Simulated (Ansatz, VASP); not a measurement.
**One calculation of GaP, two programs**

```
Ga P
1.0
     1.94302    1.12180    6.43081
    -1.94302    1.12180    6.43081
     0.00000   -2.24360    6.43081
Ga P
2 2
Direct
  0.43537 0.43537 0.43537
  0.56463 0.56463 0.56463
  0.05739 0.05739 0.05739
  0.94261 0.94261 0.94261
```

Alike in both runs: task single point; functional LDA; k mesh 6 × 6 × 6; no spin polarisation.

|  | VASP | Ansatz |
| --- | --- | --- |
| version | VASP 6.6.1 | Ansatz 0.2.0 |
| potentials or method | VASP PAW LDA potentials, release 64 (Ga_d, P), cutoff 520 eV | plane waves, PAW |
| occupations | gaussian, width 0.01 eV | fixed |
| valence electrons in the cell | 36 | 36 |

VASP gave:

```
gap on the k mesh at the Fermi level (eV) : 0.72
```

Q: What did Ansatz give for the same quantities?

A: gap on the k mesh at the Fermi level (eV): 0.71.

LDA's correlation is that of Perdew and Zunger in VASP and of Perdew and Wang (1992) in Ansatz.
